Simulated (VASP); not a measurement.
# LiF (F-43m) in VASP: further runs

LiF is run at these levels: PBE; tasks: single point.

All numbers are computed with VASP 6.6.1; they aren't measurements. Logs are shortened: lines on timing, memory, paths and dates and some standing lists are left out, and cuts for length are marked.

## Step 1: The cell of the first run

It takes space group F-43m (No. 216, cubic). Conventional cell: a = 4.289 Å, b = 4.289 Å, c = 4.289 Å, α = 90.00°, β = 90.00°, γ = 90.00°. Within 2.5 Å of Li (site symmetry -43m) lie 4 F at 1.86 Å. Within 2.5 Å of F (site symmetry -43m) lie 4 Li at 1.86 Å.

## Step 2: Single point, PBE

Input file INCAR:

```
SYSTEM = LiF
  PREC = Accurate
  ENCUT = 520
  EDIFF = 1E-7
  ISMEAR = 0
  SIGMA = 0.01
  LREAL = .False.
  LASPH = .True.
  NELM = 60
  ALGO = Normal
  ISIF = 2
  LWAVE = .False.
  LCHARG = .True.
  GGA = PE
  LELF = .True.
  LVHAR = .True.
  NBANDS = 12
```

Input file KPOINTS:

```
regular mesh
0
Gamma
  6 6 6
  0 0 0
```

Input file POSCAR:

```
LiF
1.0
    0.0000000000      2.1446105498      2.1446105498
    2.1446105498      0.0000000000      2.1446105498
    2.1446105498      2.1446105498      0.0000000000
Li F
1 1
Direct
    0.0000000000      0.0000000000      0.0000000000
    0.2500000000      0.2500000000      0.2500000000
```

Potentials or basis: VASP PAW PBE potentials, release 64 (Li_sv, F).

Started as:

```bash
$ cat potpaw_PBE.64/Li_sv/POTCAR potpaw_PBE.64/F/POTCAR > POTCAR
$ mpirun -np 1 vasp_std > vasp.out
```

OUTCAR:

```text
SYSTEM = LiF
   PREC = Accurate
   ENCUT = 520
   EDIFF = 1E-7
   ISMEAR = 0
   LREAL = .False.
   LASPH = .True.
   NELM = 60
   ISIF = 2
   GGA = PE

 ion  position               nearest neighbor table
   1  0.000  0.000  0.000-   2 1.86   2 1.86   2 1.86   2 1.86
   2  0.250  0.250  0.250-   1 1.86   1 1.86   1 1.86   1 1.86

  LATTYP: Found a face centered cubic cell.
 ALAT       =     4.2892210996

  Lattice vectors:

 A1 = (   0.0000000000,   2.1446105498,   2.1446105498)
 A2 = (   2.1446105498,   0.0000000000,   2.1446105498)
 A3 = (   2.1446105498,   2.1446105498,   0.0000000000)

Analysis of symmetry for initial positions (statically):
=====================================================================
 Subroutine PRICEL returns:
 Original cell was already a primitive cell.

 Routine SETGRP: Setting up the symmetry group for a
 face centered cubic supercell.

 Subroutine GETGRP returns: Found 24 space group operations
 (whereof 24 operations were pure point group operations)
 out of a pool of 48 trial point group operations.

The static configuration has the point symmetry T_d .

Analysis of symmetry for dynamics (positions and initial velocities):
=====================================================================
 Subroutine PRICEL returns:
 Original cell was already a primitive cell.

 Routine SETGRP: Setting up the symmetry group for a
 face centered cubic supercell.

 Subroutine GETGRP returns: Found 24 space group operations
 (whereof 24 operations were pure point group operations)
 out of a pool of 48 trial point group operations.

The dynamic configuration has the point symmetry T_d .

 Subroutine INISYM returns: Found 24 space group operations
 (whereof 24 operations are pure point group operations),
 and found     1 'primitive' translations

----------------------------------------------------------------------------------------

                                     Primitive cell

  volume of cell :      19.7276

  direct lattice vectors                    reciprocal lattice vectors
     0.000000000  2.144610550  2.144610550    -0.233142563  0.233142563  0.233142563
     2.144610550  0.000000000  2.144610550     0.233142563 -0.233142563  0.233142563
     2.144610550  2.144610550  0.000000000     0.233142563  0.233142563 -0.233142563

  length of vectors
     3.032937326  3.032937326  3.032937326     0.403814764  0.403814764  0.403814764

  position of ions in fractional coordinates (direct lattice)
     0.000000000  0.000000000  0.000000000
     0.250000000  0.250000000  0.250000000

  ion indices of the primitive-cell ions
   primitive index   ion index
                 1           1
                 2           2

----------------------------------------------------------------------------------------

 KPOINTS: regular mesh

Automatic generation of k-mesh.
 Grid dimensions read from file:
 generate k-points for:    6    6    6

 Generating k-lattice:

  Cartesian coordinates                     Fractional coordinates (reciprocal lattice)
    -0.038857094  0.038857094  0.038857094     0.166666667  0.000000000  0.000000000
     0.038857094 -0.038857094  0.038857094     0.000000000  0.166666667  0.000000000
     0.038857094  0.038857094 -0.038857094     0.000000000  0.000000000  0.166666667

  Length of vectors
     0.067302461  0.067302461  0.067302461

  Shift w.r.t. Gamma in fractional coordinates (k-lattice)
     0.000000000  0.000000000  0.000000000

 Subroutine IBZKPT returns following result:
 ===========================================

 Found     16 irreducible k-points:

 Following reciprocal coordinates:
            Coordinates               Weight
  0.000000  0.000000  0.000000      1.000000
  0.166667  0.000000  0.000000      8.000000
  0.333333  0.000000  0.000000      8.000000
  0.500000  0.000000  0.000000      4.000000
  0.166667  0.166667  0.000000      6.000000
  0.333333  0.166667  0.000000     24.000000
[... 8 lines left out ...]
 -0.333333  0.333333  0.166667     24.000000
 -0.333333  0.500000  0.166667     12.000000
   k-points           NKPTS =     16   k-points in BZ     NKDIM =     16   number of bands    NBANDS=     12
   number of dos      NEDOS =    301   number of ions     NIONS =      2
   total plane-waves  NPLWV =  13824
   dimension x,y,z NGX =    24 NGY =   24 NGZ =   24
   dimension x,y,z NGXF=    48 NGYF=   48 NGZF=   48
   ions per type =               1   1
   NGX,Y,Z   is equivalent  to a cutoff of  13.16, 13.16, 13.16 a.u.
   NGXF,Y,Z  is equivalent  to a cutoff of  26.31, 26.31, 26.31 a.u.
 SYSTEM =  LiF
   PREC   = accura    normal or accurate (medium, high low for compatibility)
   ISTART =      0    job   : 0-new  1-cont  2-samecut
   ICHARG =      2    charge: 1-file 2-atom 10-const
   ISPIN  =      1    spin polarized calculation?
   LNONCOLLINEAR =      F non collinear calculations
   LSORBIT =      F    spin-orbit coupling
   LASPH  =      T    aspherical Exc in radial PAW
   ENCUT  =  520.0 eV  38.22 Ry    6.18 a.u.   5.64  5.64  5.64*2*pi/ulx,y,z
   NELM   =     60;   NELMIN=  2; NELMDL= -5     # of ELM steps
   EDIFF  = 0.1E-06   stopping-criterion for ELM
   LREAL  =      F    real-space projection
   EDIFFG = 0.1E-05   stopping-criterion for IOM
   NSW    =      0    number of steps for IOM
   IBRION =     -1    ionic relax: 0-MD 1-quasi-New 2-CG
   NFREE  =      0    steps in history (QN), initial steepest desc. (CG)
   ISIF   =      2    stress and relaxation
   ISYM   =      2    0-nonsym 1-usesym 2-fastsym
   POTIM  = 0.5000    time-step for ionic-motion
   TEBEG  =    0.0;   TEEND  =   0.0 temperature during run
   PSTRESS=    0.0 pullay stress
   NELECT =      10.0000    total number of electrons
   NUPDOWN=      -1.0000    fix difference up-down
   EMIN   =  10.00;   EMAX   =-10.00  energy-range for DOS
   EFERMI =   0.00;   METHOD = LEGACY
   ISMEAR =     0;   SIGMA  =   0.01  broadening in eV -4-tet -1-fermi 0-gaus
   EFERMI_NEDOS =   21; number of points for ismear=-14 and -15
   IALGO  =     38    algorithm
   IMIX   =      4    mixing-type and parameters
     AMIX     =   0.40;   BMIX     =  1.00
     AMIX_MAG =   1.60;   BMIX_MAG =  1.00
  volume/ion in A,a.u.               =       9.86        66.56
  Fermi-wavevector in a.u.,A,eV,Ry     =   1.305318  2.466694 23.182363  1.703856
  Thomas-Fermi vector in A             =   2.436195
   LORBIT       =      0    0 simple, 1 ext, 2 COOP (PROOUT), +10 PAW based schemes
   GGA     = PE    functional components
   LHFCALC =     F    Hartree Fock is set to
   AEXX    =    0.0000 exact exchange contribution
   IVDW    =     0    specifies the selected vdW correction
   LEPSILON=     F    determine dielectric tensor
   LRPA    =     F    only Hartree local field effects (RPA)
 non-spin polarized calculation
 Gauss-broadening in eV      SIGMA  =   0.01
  energy-cutoff  :      520.00
  volume of cell :       19.73
 maximum number of plane-waves:       544
 NGX is ok and might be reduce to    24
   NGX = 11   NGY = 11   NGZ = 11

 number of electron      10.0000000 magnetization

 number of electron       9.9999987 magnetization

 Free energy of the ion-electron system (eV)
  ---------------------------------------------------
  ext. energy  EPLUGINS =         0.00000000
  ---------------------------------------------------
  free energy    TOTEN  =        -9.61752376 eV

  energy without entropy =       -9.61752376  energy(sigma->0) =       -9.61752376

 E-fermi :  -2.4730     XC(G=0):  -8.8653

 val. band max:       -2.5292836091   @ k =   0.0000   0.0000   0.0000
 cond. band min:       5.3887475406   @ k =   0.0000   0.0000   0.0000
 fundamental gap:      7.9180311497
 Fermi energy:        -2.4729860797

 k-point     1 :       0.0000    0.0000    0.0000
  band No.  band energies     occupation
      1     -42.8660      2.00000
      2     -21.8695      2.00000
      3      -2.5293      2.00000
      4      -2.5293      2.00000
      5      -2.5293      2.00000
      6       5.3887      0.00000
      7      16.9641      0.00000
      8      16.9641      0.00000
      9      16.9642      0.00000
     10      25.6206      0.00000
     11      25.6206      0.00000
     12      25.6206      0.00000

 k-point     2 :       0.1667    0.0000    0.0000
  band No.  band energies     occupation
      1     -42.8565      2.00000
      2     -21.8255      2.00000
      3      -3.0929      2.00000
      4      -2.5969      2.00000
      5      -2.5969      2.00000
      6       6.1449      0.00000
      7      16.2527      0.00000
      8      17.0752      0.00000
      9      17.0753      0.00000
     10      23.6395      0.00000
     11      23.6395      0.00000
     12      23.8401      0.00000

 k-point     3 :       0.3333    0.0000    0.0000
  band No.  band energies     occupation
      1     -42.8373      2.00000
      2     -21.7329      2.00000
      3      -4.0822      2.00000
      4      -2.7270      2.00000
      5      -2.7270      2.00000
      6       7.9530      0.00000
      7      14.1075      0.00000
      8      16.8686      0.00000
      9      16.8687      0.00000
     10      23.4904      0.00000
     11      23.4904      0.00000
     12      23.8802      0.00000

 k-point     4 :       0.5000    0.0000    0.0000
  band No.  band energies     occupation
      1     -42.8278      2.00000
      2     -21.6852      2.00000
      3      -4.5295      2.00000
      4      -2.7898      2.00000
      5      -2.7898      2.00000
      6       9.4346      0.00000
      7      12.4491      0.00000
      8      16.6051      0.00000
      9      16.6052      0.00000
     10      23.8235      0.00000
     11      24.1325      0.00000
     12      24.1325      0.00000

 k-point     5 :       0.1667    0.1667    0.0000
  band No.  band energies     occupation
      1     -42.8533      2.00000
      2     -21.8110      2.00000
      3      -3.0136      2.00000
      4      -2.7381      2.00000
      5      -2.7381      2.00000
      6       6.3004      0.00000
      7      16.8024      0.00000
      8      16.8024      0.00000
      9      17.3042      0.00000
     10      19.2792      0.00000
     11      27.8004      0.00000
     12      27.8168      0.00000
[... 108 lines left out ...]
      1     -42.8153      2.00000
      2     -21.6311      2.00000
      3      -3.9378      2.00000
      4      -3.3345      2.00000
      5      -3.3345      2.00000
      6       8.0709      0.00000
      7      13.4515      0.00000
      8      17.0004      0.00000
      9      17.0004      0.00000
     10      19.1437      0.00000
     11      24.1832      0.00000
     12      32.1443      0.00000

 k-point    14 :       0.5000    0.3333    0.1667
  band No.  band energies     occupation
      1     -42.8247      2.00000
      2     -21.6737      2.00000
      3      -4.0244      2.00000
      4      -3.2496      2.00000
      5      -2.9789      2.00000
      6       8.7147      0.00000
      7      13.2675      0.00000
      8      16.0719      0.00000
      9      17.4953      0.00000
     10      19.8150      0.00000
     11      25.7353      0.00000
     12      27.2302      0.00000

 k-point    15 :      -0.3333    0.3333    0.1667
  band No.  band energies     occupation
      1     -42.8183      2.00000
      2     -21.6412      2.00000
      3      -4.1714      2.00000
      4      -3.3471      2.00000
      5      -3.1142      2.00000
      6       9.7548      0.00000
      7      12.2091      0.00000
      8      15.5125      0.00000
      9      17.4785      0.00000
     10      20.5221      0.00000
     11      25.4737      0.00000
     12      27.7736      0.00000

 k-point    16 :      -0.3333    0.5000    0.1667
  band No.  band energies     occupation
      1     -42.8152      2.00000
      2     -21.6276      2.00000
      3      -3.9784      2.00000
      4      -3.4617      2.00000
      5      -3.3067      2.00000
      6       9.1163      0.00000
      7      13.1568      0.00000
      8      14.9850      0.00000
      9      17.5935      0.00000
     10      19.9992      0.00000
     11      26.3990      0.00000
     12      27.6536      0.00000

------------------------ aborting loop because EDIFF is reached ----------------------------------------

  FORCE on cell =-STRESS in cart. coord.  units (eV):
  Direction    XX          YY          ZZ          XY          YZ          ZX
  --------------------------------------------------------------------------------------
  -------------------------------------------------------------------------------------
  Total        0.3490311      0.3490311      0.3490311      0.0000000      0.0000000      0.0000000
  in kB       28.3464996     28.3464996     28.3464996      0.0000000      0.0000000      0.0000000
  external PRESSURE =      28.3464996 kB  Pullay stress =       0.0000000 kB

 VOLUME and BASIS-vectors are now :
 -----------------------------------------------------------------------------
  energy-cutoff  :      520.00
  volume of cell :       19.73
      direct lattice vectors                 reciprocal lattice vectors
     0.000000000  2.144610550  2.144610550    -0.233142563  0.233142563  0.233142563
     2.144610550  0.000000000  2.144610550     0.233142563 -0.233142563  0.233142563
     2.144610550  2.144610550  0.000000000     0.233142563  0.233142563 -0.233142563

 POSITION                                       TOTAL-FORCE (eV/Angst)
 -----------------------------------------------------------------------------------
      0.00000      0.00000      0.00000        -0.000000     -0.000000     -0.000000
      1.07231      1.07231      1.07231         0.000000      0.000000      0.000000
 -----------------------------------------------------------------------------------
    total drift:                               -0.000000     -0.000000     -0.000000

  FREE ENERGIE OF THE ION-ELECTRON SYSTEM (eV)
  ---------------------------------------------------
  free  energy   TOTEN  =        -9.6175237637 eV

  energy  without entropy=       -9.6175237637  energy(sigma->0) =       -9.61752376
```

Run time: 4.8 s. Hardware: 1 thread of AMD EPYC 7R43 (Zen 3), shared host; peak memory 0.1 GiB.

Results:

| Item | Value |
| --- | --- |
| Free energy | -9.6175 eV |
| Band gap on the k mesh | 7.92 eV, direct |

Caveat: the k points lie up to 0.42 Å⁻¹ apart; the cutoff is under 1.25 times the usual one of these potentials, so pressure, stress and relaxed cells hold a basis-set (Pulay) error.

## Step 3: Single point, PBE

Input file INCAR:

```
ALGO = Normal
EDIFF = 1E-6
ENCUT = 520
GGA = PE
ISIF = 2
ISMEAR = 0
LASPH = True
LCHARG = False
LREAL = False
LWAVE = False
NBANDS = 12
NELM = 60
PREC = Accurate
SIGMA = 0.01
```

Input file KPOINTS:

```
k-points
0
Gamma
  6 6 6
```

POSCAR is that of step 2.

Potentials or basis: VASP PAW PBE potentials, release 64 (Li_sv, F).

Started as:

```bash
$ cat potpaw_PBE.64/Li_sv/POTCAR potpaw_PBE.64/F/POTCAR > POTCAR
$ mpirun -np 1 vasp_std > vasp.out
```

Run time: 4 s. Hardware: 1 thread of AMD EPYC 7R43 (Zen 3), shared host; peak memory 0.09 GiB.

Results (log left out):

```yaml
Free_energy: -9.6175 eV
Band_gap_on_the_k_mesh: 7.92 eV, direct
```

Levels at points of the mesh, in eV from the valence-band top:
| k point | band 2 | band 3 | band 4 | band 5 | band 6 | band 7 | band 8 | band 9 |
| --- | --- | --- | --- | --- | --- | --- | --- | --- |
| (0.00, 0.00, 0.00) | -19.34 | 0.00 | 0.00 | 0.00 | 7.92 | 19.49 | 19.49 | 19.49 |
| (0.50, 0.00, 0.00) | -19.16 | -2.00 | -0.26 | -0.26 | 11.96 | 14.98 | 19.13 | 19.13 |
| (0.50, 0.50, 0.00) | -19.10 | -1.41 | -0.81 | -0.81 | 10.60 | 15.98 | 19.53 | 19.53 |

Caveat: the k points lie up to 0.42 Å⁻¹ apart; the cutoff is under 1.25 times the usual one of these potentials, so pressure, stress and relaxed cells hold a basis-set (Pulay) error.
